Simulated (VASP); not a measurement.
# N (Pa-3) in VASP: further runs

Runs on N. Level: PBEsol. Tasks: single point.

Program: VASP 6.6.1. These are calculated values, not measurements. Logs are shortened: lines on timing, memory, paths and dates and some standing lists are left out, and cuts for length are marked.

## (1) The cell of the first run

The structure is cubic, space group Pa-3 (No. 205). The conventional cell has a = 5.523 Å, b = 5.523 Å, c = 5.523 Å, α = 90.00°, β = 90.00°, γ = 90.00°. Within 1.5 Å of N (site symmetry 3) lie 1 N at 1.10 Å.

## (2) Single point, PBEsol (volume scaled by 0.98)

Input file INCAR:

```
SYSTEM = N
  PREC = Accurate
  ENCUT = 520
  EDIFF = 1E-7
  ISMEAR = -1
  SIGMA = 0.05
  LREAL = .False.
  LASPH = .True.
  NELM = 60
  ALGO = Normal
  ISIF = 2
  LWAVE = .False.
  LCHARG = .False.
  GGA = PS
  NBANDS = 30
```

Input file KPOINTS:

```
regular mesh
0
Gamma
  5 5 5
  0 0 0
```

Input file POSCAR:

```
N
1.0
    5.5231976251      0.0000000000      0.0000000000
    0.0000000000      5.5231976251      0.0000000000
    0.0000000000      0.0000000000      5.5231976251
N
8
Direct
    0.0573973300      0.4426026700      0.5573973300
    0.4426026700      0.5573973300      0.0573973300
    0.5573973300      0.0573973300      0.4426026700
    0.9426026700      0.9426026700      0.9426026700
    0.9426026700      0.5573973300      0.4426026700
    0.5573973300      0.4426026700      0.9426026700
    0.4426026700      0.9426026700      0.5573973300
    0.0573973300      0.0573973300      0.0573973300
```

Potentials or basis: VASP PAW PBE potentials, release 64 (N).

Launch:

```sh
cat potpaw_PBE.64/N/POTCAR > POTCAR
mpirun -np 1 vasp_std > vasp.out
```

OUTCAR:

```text
SYSTEM = N
   PREC = Accurate
   ENCUT = 520
   EDIFF = 1E-7
   ISMEAR = -1
   LREAL = .False.
   LASPH = .True.
   NELM = 60
   ISIF = 2
   GGA = PS

 ion  position               nearest neighbor table
   1  0.057  0.443  0.557-   5 1.10
   2  0.443  0.557  0.057-   6 1.10
   3  0.557  0.057  0.443-   7 1.10
   4  0.943  0.943  0.943-   8 1.10
   5  0.943  0.557  0.443-   1 1.10
   6  0.557  0.443  0.943-   2 1.10
   7  0.443  0.943  0.557-   3 1.10
   8  0.057  0.057  0.057-   4 1.10

  LATTYP: Found a simple cubic cell.
 ALAT       =     5.5231976251

  Lattice vectors:

 A1 = (   5.5231976251,   0.0000000000,   0.0000000000)
 A2 = (   0.0000000000,   5.5231976251,   0.0000000000)
 A3 = (   0.0000000000,   0.0000000000,   5.5231976251)

Analysis of symmetry for initial positions (statically):
=====================================================================
 Subroutine PRICEL returns:
 Original cell was already a primitive cell.

 Routine SETGRP: Setting up the symmetry group for a
 simple cubic supercell.

 Subroutine GETGRP returns: Found 24 space group operations
 (whereof  6 operations were pure point group operations)
 out of a pool of 48 trial point group operations.

The static configuration has the point symmetry S_6 .
 The point group associated with its full space group is T_h .

Analysis of symmetry for dynamics (positions and initial velocities):
=====================================================================
 Subroutine PRICEL returns:
 Original cell was already a primitive cell.

 Routine SETGRP: Setting up the symmetry group for a
 simple cubic supercell.

 Subroutine GETGRP returns: Found 24 space group operations
 (whereof  6 operations were pure point group operations)
 out of a pool of 48 trial point group operations.

The dynamic configuration has the point symmetry S_6 .
 The point group associated with its full space group is T_h .

 Subroutine INISYM returns: Found 24 space group operations
 (whereof  6 operations are pure point group operations),
 and found     1 'primitive' translations

----------------------------------------------------------------------------------------

                                     Primitive cell

  volume of cell :     168.4891

  direct lattice vectors                    reciprocal lattice vectors
     5.523197625  0.000000000  0.000000000     0.181054539  0.000000000  0.000000000
     0.000000000  5.523197625  0.000000000     0.000000000  0.181054539  0.000000000
     0.000000000  0.000000000  5.523197625     0.000000000  0.000000000  0.181054539

  length of vectors
     5.523197625  5.523197625  5.523197625     0.181054539  0.181054539  0.181054539

  position of ions in fractional coordinates (direct lattice)
     0.057397330  0.442602670  0.557397330
     0.442602670  0.557397330  0.057397330
     0.557397330  0.057397330  0.442602670
     0.942602670  0.942602670  0.942602670
     0.942602670  0.557397330  0.442602670
     0.557397330  0.442602670  0.942602670
     0.442602670  0.942602670  0.557397330
     0.057397330  0.057397330  0.057397330

  ion indices of the primitive-cell ions
   primitive index   ion index
                 1           1
                 2           2
                 3           3
                 4           4
                 5           5
                 6           6
                 7           7
                 8           8

----------------------------------------------------------------------------------------

 KPOINTS: regular mesh

Automatic generation of k-mesh.
 Grid dimensions read from file:
 generate k-points for:    5    5    5

 Generating k-lattice:

  Cartesian coordinates                     Fractional coordinates (reciprocal lattice)
     0.036210908  0.000000000  0.000000000     0.200000000  0.000000000  0.000000000
     0.000000000  0.036210908  0.000000000     0.000000000  0.200000000  0.000000000
     0.000000000  0.000000000  0.036210908     0.000000000  0.000000000  0.200000000

  Length of vectors
     0.036210908  0.036210908  0.036210908

  Shift w.r.t. Gamma in fractional coordinates (k-lattice)
     0.000000000  0.000000000  0.000000000

 Subroutine IBZKPT returns following result:
 ===========================================

 Found     11 irreducible k-points:

 Following reciprocal coordinates:
            Coordinates               Weight
  0.000000  0.000000  0.000000      1.000000
  0.200000  0.000000  0.000000      6.000000
  0.400000  0.000000  0.000000      6.000000
  0.200000  0.200000  0.000000     12.000000
  0.400000  0.200000  0.000000     12.000000
 -0.200000  0.400000  0.000000     12.000000
  0.400000  0.400000  0.000000     12.000000
  0.200000  0.200000  0.200000      8.000000
  0.400000  0.200000  0.200000     24.000000
  0.400000  0.400000  0.200000     24.000000
  0.400000  0.400000  0.400000      8.000000
   k-points           NKPTS =     11   k-points in BZ     NKDIM =     11   number of bands    NBANDS=     30
   number of dos      NEDOS =    301   number of ions     NIONS =      8
   total plane-waves  NPLWV =  74088
   dimension x,y,z NGX =    42 NGY =   42 NGZ =   42
   dimension x,y,z NGXF=    84 NGYF=   84 NGZF=   84
   ions per type =               8
   NGX,Y,Z   is equivalent  to a cutoff of  12.64, 12.64, 12.64 a.u.
   NGXF,Y,Z  is equivalent  to a cutoff of  25.28, 25.28, 25.28 a.u.
 SYSTEM =  N
   PREC   = accura    normal or accurate (medium, high low for compatibility)
   ISTART =      0    job   : 0-new  1-cont  2-samecut
   ICHARG =      2    charge: 1-file 2-atom 10-const
   ISPIN  =      1    spin polarized calculation?
   LNONCOLLINEAR =      F non collinear calculations
   LSORBIT =      F    spin-orbit coupling
   LASPH  =      T    aspherical Exc in radial PAW
   ENCUT  =  520.0 eV  38.22 Ry    6.18 a.u.  10.27 10.27 10.27*2*pi/ulx,y,z
   NELM   =     60;   NELMIN=  2; NELMDL= -5     # of ELM steps
   EDIFF  = 0.1E-06   stopping-criterion for ELM
   LREAL  =      F    real-space projection
   EDIFFG = 0.1E-05   stopping-criterion for IOM
   NSW    =      0    number of steps for IOM
   IBRION =     -1    ionic relax: 0-MD 1-quasi-New 2-CG
   NFREE  =      0    steps in history (QN), initial steepest desc. (CG)
   ISIF   =      2    stress and relaxation
   ISYM   =      2    0-nonsym 1-usesym 2-fastsym
   POTIM  = 0.5000    time-step for ionic-motion
   TEBEG  =    0.0;   TEEND  =   0.0 temperature during run
   PSTRESS=    0.0 pullay stress
   NELECT =      40.0000    total number of electrons
   NUPDOWN=      -1.0000    fix difference up-down
   EMIN   =  10.00;   EMAX   =-10.00  energy-range for DOS
   EFERMI =   0.00;   METHOD = LEGACY
   ISMEAR =    -1;   SIGMA  =   0.05  broadening in eV -4-tet -1-fermi 0-gaus
   EFERMI_NEDOS =   21; number of points for ismear=-14 and -15
   IALGO  =     38    algorithm
   IMIX   =      4    mixing-type and parameters
     AMIX     =   0.40;   BMIX     =  1.00
     AMIX_MAG =   1.60;   BMIX_MAG =  1.00
  volume/ion in A,a.u.               =      21.06       142.13
  Fermi-wavevector in a.u.,A,eV,Ry     =   1.013688  1.915592 13.980844  1.027563
  Thomas-Fermi vector in A             =   2.146871
   LORBIT       =      0    0 simple, 1 ext, 2 COOP (PROOUT), +10 PAW based schemes
   GGA     = PS    functional components
   LHFCALC =     F    Hartree Fock is set to
   AEXX    =    0.0000 exact exchange contribution
   IVDW    =     0    specifies the selected vdW correction
   LEPSILON=     F    determine dielectric tensor
   LRPA    =     F    only Hartree local field effects (RPA)
 non-spin polarized calculation
  energy-cutoff  :      520.00
  volume of cell :      168.49
 maximum number of plane-waves:      4553
 NGX is ok and might be reduce to    42
   NGX = 21   NGY = 21   NGZ = 21

 number of electron      39.9999987 magnetization

 Free energy of the ion-electron system (eV)
  ---------------------------------------------------
  ext. energy  EPLUGINS =         0.00000000
  ---------------------------------------------------
  free energy    TOTEN  =       -68.19638607 eV

  energy without entropy =      -68.19638607  energy(sigma->0) =      -68.19638607

 E-fermi :  -4.9509     XC(G=0):  -6.7231

 val. band max:       -6.2066655747   @ k =   0.4000   0.0000   0.0000
 cond. band min:       1.0361432753   @ k =   0.0000   0.0000   0.0000
 fundamental gap:      7.2428088499
 Fermi energy:        -4.9508751081

 k-point     1 :       0.0000    0.0000    0.0000
  band No.  band energies     occupation
      1     -24.6734      2.00000
      2     -24.6042      2.00000
      3     -24.6042      2.00000
      4     -24.6042      2.00000
      5      -9.7470      2.00000
      6      -9.7470      2.00000
[... 22 lines left out ...]
     29       5.2322      0.00000
     30       8.0519      0.00000

 k-point     2 :       0.2000    0.0000    0.0000
  band No.  band energies     occupation
      1     -24.6668      2.00000
      2     -24.6108      2.00000
      3     -24.6041      2.00000
      4     -24.6041      2.00000
      5      -9.7397      2.00000
      6      -9.7376      2.00000
[... 22 lines left out ...]
     29       5.3041      0.00000
     30       7.2119      0.00000

 k-point     3 :       0.4000    0.0000    0.0000
  band No.  band energies     occupation
      1     -24.6495      2.00000
      2     -24.6281      2.00000
      3     -24.6039      2.00000
      4     -24.6039      2.00000
      5      -9.7257      2.00000
      6      -9.7235      2.00000
[... 22 lines left out ...]
     29       5.6140      0.00000
     30       6.2642      0.00000

 k-point     4 :       0.2000    0.2000    0.0000
  band No.  band energies     occupation
      1     -24.6607      2.00000
      2     -24.6100      2.00000
      3     -24.6100      2.00000
      4     -24.6046      2.00000
      5      -9.7372      2.00000
      6      -9.7231      2.00000
[... 22 lines left out ...]
     29       5.3790      0.00000
     30       7.2151      0.00000

 k-point     5 :       0.4000    0.2000    0.0000
  band No.  band energies     occupation
      1     -24.6450      2.00000
      2     -24.6257      2.00000
      3     -24.6082      2.00000
      4     -24.6061      2.00000
      5      -9.7240      2.00000
      6      -9.7204      2.00000
[... 22 lines left out ...]
     29       5.6875      0.00000
     30       6.3179      0.00000

 k-point     6 :      -0.2000    0.4000    0.0000
  band No.  band energies     occupation
      1     -24.6451      2.00000
      2     -24.6257      2.00000
      3     -24.6082      2.00000
      4     -24.6062      2.00000
      5      -9.7265      2.00000
      6      -9.7144      2.00000
[... 22 lines left out ...]
     29       5.6863      0.00000
     30       6.3173      0.00000

 k-point     7 :       0.4000    0.4000    0.0000
  band No.  band energies     occupation
      1     -24.6336      2.00000
      2     -24.6195      2.00000
      3     -24.6195      2.00000
      4     -24.6120      2.00000
      5      -9.7169      2.00000
      6      -9.6998      2.00000
[... 22 lines left out ...]
     29       5.9646      0.00000
     30       6.5271      0.00000

 k-point     8 :       0.2000    0.2000    0.2000
  band No.  band energies     occupation
      1     -24.6554      2.00000
      2     -24.6100      2.00000
      3     -24.6099      2.00000
      4     -24.6099      2.00000
      5      -9.7303      2.00000
      6      -9.7303      2.00000
[... 22 lines left out ...]
     29       5.4580      0.00000
     30       7.1235      0.00000

 k-point     9 :       0.4000    0.2000    0.2000
  band No.  band energies     occupation
      1     -24.6413      2.00000
      2     -24.6239      2.00000
      3     -24.6098      2.00000
      4     -24.6097      2.00000
      5      -9.7287      2.00000
      6      -9.7217      2.00000
[... 22 lines left out ...]
     29       5.7675      0.00000
     30       6.3764      0.00000

 k-point    10 :       0.4000    0.4000    0.2000
  band No.  band energies     occupation
      1     -24.6315      2.00000
      2     -24.6195      2.00000
      3     -24.6194      2.00000
      4     -24.6141      2.00000
      5      -9.7294      2.00000
      6      -9.7199      2.00000
[... 22 lines left out ...]
     29       6.0566      0.00000
     30       6.5654      0.00000

 k-point    11 :       0.4000    0.4000    0.4000
  band No.  band energies     occupation
      1     -24.6259      2.00000
      2     -24.6193      2.00000
      3     -24.6193      2.00000
      4     -24.6193      2.00000
      5      -9.7437      2.00000
      6      -9.7437      2.00000
[... 22 lines left out ...]
     29       6.3449      0.00000
     30       6.7267      0.00000

------------------------ aborting loop because EDIFF is reached ----------------------------------------

  FORCE on cell =-STRESS in cart. coord.  units (eV):
  Direction    XX          YY          ZZ          XY          YZ          ZX
  --------------------------------------------------------------------------------------
  -------------------------------------------------------------------------------------
  Total        3.3374203      3.3374203      3.3374203      0.0000000     -0.0000000      0.0000000
  in kB       31.7358210     31.7358210     31.7358210      0.0000000     -0.0000000      0.0000000
  external PRESSURE =      31.7358210 kB  Pullay stress =       0.0000000 kB

 VOLUME and BASIS-vectors are now :
 -----------------------------------------------------------------------------
  energy-cutoff  :      520.00
  volume of cell :      168.49
      direct lattice vectors                 reciprocal lattice vectors
     5.523197625  0.000000000  0.000000000     0.181054539  0.000000000  0.000000000
     0.000000000  5.523197625  0.000000000     0.000000000  0.181054539  0.000000000
     0.000000000  0.000000000  5.523197625     0.000000000  0.000000000  0.181054539

 POSITION                                       TOTAL-FORCE (eV/Angst)
 -----------------------------------------------------------------------------------
      0.31702      2.44458      3.07862         1.194573     -1.194573      1.194573
      2.44458      3.07862      0.31702        -1.194573      1.194573      1.194573
      3.07862      0.31702      2.44458         1.194573      1.194573     -1.194573
      5.20618      5.20618      5.20618        -1.194573     -1.194573     -1.194573
      5.20618      3.07862      2.44458        -1.194573      1.194573     -1.194573
      3.07862      2.44458      5.20618         1.194573     -1.194573     -1.194573
      2.44458      5.20618      3.07862        -1.194573     -1.194573      1.194573
      0.31702      0.31702      0.31702         1.194573      1.194573      1.194573
 -----------------------------------------------------------------------------------
    total drift:                               -0.000000      0.000000      0.000000

  FREE ENERGIE OF THE ION-ELECTRON SYSTEM (eV)
  ---------------------------------------------------
  free  energy   TOTEN  =       -68.1963860739 eV

  energy  without entropy=      -68.1963860739  energy(sigma->0) =      -68.19638607
```

It took 58 s on 1 thread of Intel Xeon 6975P-C, shared host; peak memory 0.24 GiB.

Results:

```yaml
Free_energy: -68.1964 eV
Pressure: 3.2 GPa
Largest_force: 2.069 eV/Å
Band_gap_on_the_k_mesh: 7.24 eV, indirect (least direct gap 7.27 eV)
```

Forces on the atoms (eV/Å):
```
N    1.195 -1.195  1.195
N   -1.195  1.195  1.195
N    1.195  1.195 -1.195
N   -1.195 -1.195 -1.195
N   -1.195  1.195 -1.195
N    1.195 -1.195 -1.195
N   -1.195 -1.195  1.195
N    1.195  1.195  1.195
```

Caveat: the standard files for N, O and F lose accuracy on very short bonds; the PAW data sets were made with another functional, which shifts forces and pressure a little. A k mesh can miss the band edges.

(Part 1 of 2 ends here.)
